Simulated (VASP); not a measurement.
# Ga7As8Pd (F-43m) in VASP: single point with PBEsol+U

Aim: the single point of Ga7As8Pd with PBEsol+U.

Program: VASP 6.6.1. These are calculated values, not measurements. Logs are shortened: lines on timing, memory, paths and dates and some standing lists are left out, and cuts for length are marked.

### 1 The cell of the first run

The structure is cubic, space group F-43m (No. 216). The conventional cell has a = 11.307 Å, b = 11.307 Å, c = 11.307 Å, α = 90.00°, β = 90.00°, γ = 90.00°. Pd (site symmetry -43m) has 4 As at 2.41 Å within 3.2 Å. Ga (site symmetry 2mm) has 4 As at 2.45 to 2.46 Å within 3.2 Å. Within 3.2 Å of Ga (site symmetry -43m) lie 4 As at 2.45 Å. As (site symmetry 3m) has 1 Pd at 2.41 Å and 3 Ga at 2.46 Å within 3.2 Å. Within 3.2 Å of As (site symmetry 3m) lie 4 Ga at 2.45 Å.

### 2 Single point, PBEsol+U

The input, INCAR:

```
SYSTEM = Ga7As8Pd
ALGO = Normal
EDIFF = 1E-6
ENCUT = 520
GGA = PS
ISIF = 2
ISMEAR = 0
LASPH = .TRUE.
LCHARG = .FALSE.
LDAU = .TRUE.
LDAUJ = 0 0 0
LDAUL = 2 -1 -1
LDAUPRINT = 1
LDAUTYPE = 2
LDAUU = 2 0 0
LMAXMIX = 4
LREAL = Auto
LWAVE = .FALSE.
NBANDS = 84
NELM = 150
PREC = Accurate
SIGMA = 0.05
```

The input, KPOINTS:

```
k-points
0
G
  3 3 3
  0 0 0
```

The input, POSCAR:

```
Ga7As8Pd
1.0
    0.0000000000      5.6537000000      5.6537000000
    5.6537000000      0.0000000000      5.6537000000
    5.6537000000      5.6537000000      0.0000000000
Pd Ga As
1 7 8
Direct
    0.0000000000      0.0000000000      1.0000000000
    0.0005118108      0.0005118108      0.4994881892
    0.0005118108      0.4994881892      0.0005118108
    0.0005118108      0.4994881892      0.4994881892
    0.4994881892      0.0005118108      0.0005118108
    0.4994881892      0.0005118108      0.4994881892
    0.4994881892      0.4994881892      0.0005118108
    0.5000000000      0.5000000000      0.5000000000
    0.1232025839      0.1232025839      0.1232025839
    0.1232025839      0.1232025839      0.6303922483
    0.1232025839      0.6303922483      0.1232025839
    0.1247390305      0.6250869898      0.6250869898
    0.6303922483      0.1232025839      0.1232025839
    0.6250869898      0.1247390305      0.6250869898
    0.6250869898      0.6250869898      0.1247390305
    0.6250869898      0.6250869898      0.6250869898
```

Potentials or basis: VASP PAW PBE potentials, release 64 (Pd, Ga_d, As).

On the command line:

```sh
cat potpaw_PBE.64/Pd/POTCAR potpaw_PBE.64/Ga_d/POTCAR potpaw_PBE.64/As/POTCAR > POTCAR
mpirun -np 1 vasp_std > vasp.out
```

OUTCAR:

```text
SYSTEM = Ga7As8Pd
   EDIFF = 1E-6
   ENCUT = 520
   GGA = PS
   ISIF = 2
   ISMEAR = 0
   LASPH = .TRUE.
   LREAL = Auto
   NELM = 150
   PREC = Accurate

 ion  position               nearest neighbor table
   1  0.000  0.000  0.000-  10 2.41  11 2.41  13 2.41   9 2.41
   2  0.001  0.001  0.499-  12 2.45  14 2.45   9 2.46  10 2.46
   3  0.001  0.499  0.001-  15 2.45  12 2.45   9 2.46  11 2.46
   4  0.001  0.499  0.499-  12 2.45  16 2.45  10 2.46  11 2.46
   5  0.499  0.001  0.001-  15 2.45  14 2.45   9 2.46  13 2.46
   6  0.499  0.001  0.499-  14 2.45  16 2.45  10 2.46  13 2.46
[... 8 lines left out ...]
  15  0.625  0.625  0.125-   8 2.45   7 2.45   3 2.45   5 2.45
  16  0.625  0.625  0.625-   8 2.45   6 2.45   7 2.45   4 2.45

  LATTYP: Found a face centered cubic cell.
 ALAT       =    11.3074000000

  Lattice vectors:

 A1 = (   0.0000000000,   5.6537000000,   5.6537000000)
 A2 = (   5.6537000000,   0.0000000000,   5.6537000000)
 A3 = (   5.6537000000,   5.6537000000,   0.0000000000)

Analysis of symmetry for initial positions (statically):
=====================================================================
 Subroutine PRICEL returns:
 Original cell was already a primitive cell.

 Routine SETGRP: Setting up the symmetry group for a
 face centered cubic supercell.

 Subroutine GETGRP returns: Found 24 space group operations
 (whereof 24 operations were pure point group operations)
 out of a pool of 48 trial point group operations.

The static configuration has the point symmetry T_d .

Analysis of symmetry for dynamics (positions and initial velocities):
=====================================================================
 Subroutine PRICEL returns:
 Original cell was already a primitive cell.

 Routine SETGRP: Setting up the symmetry group for a
 face centered cubic supercell.

 Subroutine GETGRP returns: Found 24 space group operations
 (whereof 24 operations were pure point group operations)
 out of a pool of 48 trial point group operations.

The dynamic configuration has the point symmetry T_d .

 Subroutine INISYM returns: Found 24 space group operations
 (whereof 24 operations are pure point group operations),
 and found     1 'primitive' translations

----------------------------------------------------------------------------------------

                                     Primitive cell

  volume of cell :     361.4334

  direct lattice vectors                    reciprocal lattice vectors
     0.000000000  5.653700000  5.653700000    -0.088437660  0.088437660  0.088437660
     5.653700000  0.000000000  5.653700000     0.088437660 -0.088437660  0.088437660
     5.653700000  5.653700000  0.000000000     0.088437660  0.088437660 -0.088437660

  length of vectors
     7.995539218  7.995539218  7.995539218     0.153178521  0.153178521  0.153178521

  position of ions in fractional coordinates (direct lattice)
     0.000000000  0.000000000  0.000000000
     0.000511811  0.000511811  0.499488189
     0.000511811  0.499488189  0.000511811
     0.000511811  0.499488189  0.499488189
     0.499488189  0.000511811  0.000511811
     0.499488189  0.000511811  0.499488189
[... 8 lines left out ...]
     0.625086990  0.625086990  0.124739031
     0.625086990  0.625086990  0.625086990

  ion indices of the primitive-cell ions
   primitive index   ion index
                 1           1
                 2           2
                 3           3
                 4           4
                 5           5
                 6           6
[... 8 lines left out ...]
                15          15
                16          16

[... 42 lines left out ...]
   ISTART =      0    job   : 0-new  1-cont  2-samecut
   ICHARG =      2    charge: 1-file 2-atom 10-const
   ISPIN  =      1    spin polarized calculation?
   LNONCOLLINEAR =      F non collinear calculations
   LSORBIT =      F    spin-orbit coupling
   LASPH  =      T    aspherical Exc in radial PAW
   ENCUT  =  520.0 eV  38.22 Ry    6.18 a.u.  14.87 14.87 14.87*2*pi/ulx,y,z
   NELM   =    150;   NELMIN=  2; NELMDL= -5     # of ELM steps
   EDIFF  = 0.1E-05   stopping-criterion for ELM
   LREAL  =      T    real-space projection
   EDIFFG = 0.1E-04   stopping-criterion for IOM
   NSW    =      0    number of steps for IOM
   IBRION =     -1    ionic relax: 0-MD 1-quasi-New 2-CG
   NFREE  =      0    steps in history (QN), initial steepest desc. (CG)
   ISIF   =      2    stress and relaxation
   ISYM   =      2    0-nonsym 1-usesym 2-fastsym
   POTIM  = 0.5000    time-step for ionic-motion
   TEBEG  =    0.0;   TEEND  =   0.0 temperature during run
   PSTRESS=    0.0 pullay stress
   NELECT =     141.0000    total number of electrons
   NUPDOWN=      -1.0000    fix difference up-down
   EMIN   =  10.00;   EMAX   =-10.00  energy-range for DOS
   EFERMI =   0.00;   METHOD = LEGACY
   ISMEAR =     0;   SIGMA  =   0.05  broadening in eV -4-tet -1-fermi 0-gaus
   EFERMI_NEDOS =   21; number of points for ismear=-14 and -15
   IALGO  =     38    algorithm
   IMIX   =      4    mixing-type and parameters
     AMIX     =   0.40;   BMIX     =  1.00
     AMIX_MAG =   1.60;   BMIX_MAG =  1.00
  volume/ion in A,a.u.               =      22.59       152.44
  Fermi-wavevector in a.u.,A,eV,Ry     =   1.196204  2.260497 19.468618  1.430903
  Thomas-Fermi vector in A             =   2.332150
   LORBIT       =      0    0 simple, 1 ext, 2 COOP (PROOUT), +10 PAW based schemes
 LDA+U is selected, type is set to LDAUTYPE =  2
   angular momentum for each species LDAUL =     2   -1   -1
   U (eV)           for each species LDAUU =   2.0  0.0  0.0
   J (eV)           for each species LDAUJ =   0.0  0.0  0.0
   GGA     = PS    functional components
   LHFCALC =     F    Hartree Fock is set to
   AEXX    =    0.0000 exact exchange contribution
   IVDW    =     0    specifies the selected vdW correction
   LEPSILON=     F    determine dielectric tensor
   LRPA    =     F    only Hartree local field effects (RPA)
 non-spin polarized calculation
 Gauss-broadening in eV      SIGMA  =   0.05
  energy-cutoff  :      520.00
  volume of cell :      361.43
 maximum number of plane-waves:      9735
   NGX = 29   NGY = 29   NGZ = 29

atom =   1  type =  1  l = 2

 onsite density matrix

spin component  1

  0.8531  0.0000  0.0000 -0.0000  0.0000
  0.0000  0.8531 -0.0000  0.0000 -0.0000
  0.0000 -0.0000  0.9189  0.0000  0.0000
 -0.0000  0.0000  0.0000  0.8531 -0.0000
  0.0000 -0.0000  0.0000 -0.0000  0.9189

spin component  2

  0.8531  0.0000  0.0000 -0.0000  0.0000
  0.0000  0.8531 -0.0000  0.0000 -0.0000
  0.0000 -0.0000  0.9189  0.0000  0.0000
 -0.0000  0.0000  0.0000  0.8531 -0.0000
  0.0000 -0.0000  0.0000 -0.0000  0.9189

 occupancies and eigenvectors

  o =  0.8531  v =  0.0000  0.6926  0.0000  0.7213 -0.0000  0.0000  0.0000  0.0000  0.0000  0.0000      0.0000  0.0000  0.0000  0.0000  0.0000  0.0000  0.0000  0.0000  0.0000  0.0000
  o =  0.8531  v =  0.0000  0.0000  0.0000  0.0000  0.0000  0.0000  0.6926  0.0000  0.7213 -0.0000      0.0000  0.0000  0.0000  0.0000  0.0000  0.0000  0.0000  0.0000  0.0000  0.0000
  o =  0.8531  v =  1.0000  0.0000  0.0000  0.0000  0.0000  0.0000  0.0000  0.0000  0.0000  0.0000      0.0000  0.0000  0.0000  0.0000  0.0000  0.0000  0.0000  0.0000  0.0000  0.0000
  o =  0.8531  v =  0.0000  0.0000  0.0000  0.0000  0.0000  1.0000  0.0000  0.0000  0.0000  0.0000      0.0000  0.0000  0.0000  0.0000  0.0000  0.0000  0.0000  0.0000  0.0000  0.0000
  o =  0.8531  v =  0.0000  0.0000  0.0000  0.0000  0.0000  0.0000 -0.7213 -0.0000  0.6926  0.0000      0.0000  0.0000  0.0000  0.0000  0.0000  0.0000  0.0000  0.0000  0.0000  0.0000
  o =  0.8531  v =  0.0000 -0.7213 -0.0000  0.6926  0.0000  0.0000  0.0000  0.0000  0.0000  0.0000      0.0000  0.0000  0.0000  0.0000  0.0000  0.0000  0.0000  0.0000  0.0000  0.0000
  o =  0.9189  v =  0.0000  0.0000  0.0000  0.0000  0.0000  0.0000 -0.0000  1.0000 -0.0000  0.0035      0.0000  0.0000  0.0000  0.0000  0.0000  0.0000  0.0000  0.0000  0.0000  0.0000
  o =  0.9189  v =  0.0000 -0.0000  1.0000 -0.0000  0.0035  0.0000  0.0000  0.0000  0.0000  0.0000      0.0000  0.0000  0.0000  0.0000  0.0000  0.0000  0.0000  0.0000  0.0000  0.0000
  o =  0.9189  v =  0.0000  0.0000 -0.0035 -0.0000  1.0000  0.0000  0.0000  0.0000  0.0000  0.0000      0.0000  0.0000  0.0000  0.0000  0.0000  0.0000  0.0000  0.0000  0.0000  0.0000
  o =  0.9189  v =  0.0000  0.0000  0.0000  0.0000  0.0000  0.0000  0.0000 -0.0035 -0.0000  1.0000      0.0000  0.0000  0.0000  0.0000  0.0000  0.0000  0.0000  0.0000  0.0000  0.0000

 number of electron     140.9999965 magnetization

 Free energy of the ion-electron system (eV)
  ---------------------------------------------------
  ext. energy  EPLUGINS =         0.00000000
  ---------------------------------------------------
  free energy    TOTEN  =       -73.16865788 eV

  energy without entropy =      -73.15964298  energy(sigma->0) =      -73.16415043

 E-fermi :   4.0762     XC(G=0):  -9.8299

 val. band max:        3.3442563123   @ k =   0.0000   0.0000   0.0000
 cond. band min:       4.1049612474   @ k =   0.3333   0.3333   0.0000
 fundamental gap:      0.7607049350
 Fermi energy:         4.0762452973

 k-point     1 :       0.0000    0.0000    0.0000
  band No.  band energies     occupation
      1     -11.0088      2.00000
      2     -11.0088      2.00000
      3     -11.0088      2.00000
      4     -10.9844      2.00000
      5     -10.9598      2.00000
      6     -10.9598      2.00000
[... 329 lines left out ...]
     81       7.7429      0.00000
     82       7.8059      0.00000
 [bands above 82 left out]

------------------------ aborting loop because EDIFF is reached ----------------------------------------

  FORCE on cell =-STRESS in cart. coord.  units (eV):
  Direction    XX          YY          ZZ          XY          YZ          ZX
  --------------------------------------------------------------------------------------
  -------------------------------------------------------------------------------------
  Total       -0.7443539     -0.7443539     -0.7443539      0.0000000      0.0000000     -0.0000000
  in kB       -3.2996036     -3.2996036     -3.2996036      0.0000000      0.0000000     -0.0000000
  external PRESSURE =      -3.2996036 kB  Pullay stress =       0.0000000 kB

 VOLUME and BASIS-vectors are now :
 -----------------------------------------------------------------------------
  energy-cutoff  :      520.00
  volume of cell :      361.43
      direct lattice vectors                 reciprocal lattice vectors
     0.000000000  5.653700000  5.653700000    -0.088437660  0.088437660  0.088437660
     5.653700000  0.000000000  5.653700000     0.088437660 -0.088437660  0.088437660
     5.653700000  5.653700000  0.000000000     0.088437660  0.088437660 -0.088437660

 POSITION                                       TOTAL-FORCE (eV/Angst)
 -----------------------------------------------------------------------------------
      0.00000      0.00000      0.00000        -0.000000      0.000000     -0.000000
      2.82685      2.82685      0.00579        -0.000000      0.000000     -0.005107
      2.82685      0.00579      2.82685        -0.000000     -0.005107     -0.000000
      5.64791      2.82685      2.82685         0.005107      0.000000     -0.000000
      0.00579      2.82685      2.82685        -0.005107      0.000000     -0.000000
      2.82685      5.64791      2.82685        -0.000000      0.005107     -0.000000
[... 8 lines left out ...]
      4.23929      4.23929      7.06811         0.001745      0.001745     -0.001745
      7.06811      7.06811      7.06811        -0.001745     -0.001745     -0.001745
 -----------------------------------------------------------------------------------
    total drift:                                0.000001      0.000001      0.000001

  FREE ENERGIE OF THE ION-ELECTRON SYSTEM (eV)
  ---------------------------------------------------
  free  energy   TOTEN  =       -73.1686578807 eV

  energy  without entropy=      -73.1596429788  energy(sigma->0) =      -73.16415043
```

Wall time 2 min (1 thread of Intel Xeon 6975P-C (Granite Rapids), shared host); peak memory 0.51 GiB.

Results:

```
Free energy            : -73.1687 eV
Pressure               : -0.3 GPa
Largest force          : 0.169 eV/Å
Band gap on the k mesh : zero (an odd number of electrons rules out a gap without spin polarisation)
```

Forces on the atoms (eV/Å):
```
Pd   0.000  0.000  0.000
Ga   0.000  0.000 -0.005
Ga   0.000 -0.005  0.000
Ga   0.005  0.000  0.000
Ga  -0.005  0.000  0.000
Ga   0.000  0.005  0.000
Ga   0.000  0.000  0.005
Ga   0.000  0.000  0.000
As  -0.097 -0.097 -0.097
As   0.097  0.097 -0.097
As   0.097 -0.097  0.097
As  -0.002  0.002  0.002
As  -0.097  0.097  0.097
As   0.002 -0.002  0.002
As   0.002  0.002 -0.002
As  -0.002 -0.002 -0.002
```

Levels at points of the mesh, in eV from the Fermi level:
```
           k point  band 66  band 67  band 68  band 69  band 70  band 71  band 72  band 73  band 74  band 75
(0.00, 0.00, 0.00)    -1.13    -0.73    -0.73    -0.73     0.35     0.71     0.71     0.71     0.88     0.88
```

Eigenvalues of the final occupation matrices:
```
    site  spin  trace               eigenvalues
site 1 d     1   4.40  0.85 0.85 0.85 0.92 0.92
site 1 d     2   4.40  0.85 0.85 0.85 0.92 0.92
```

Caveat: the PAW data sets were made with another functional, which shifts forces and pressure a little; U without spin polarisation on a metal has little footing; the U is typed as a test and isn't derived for this compound.

The gap in the log of VASP goes by the Fermi energy; the results here count the filled bands.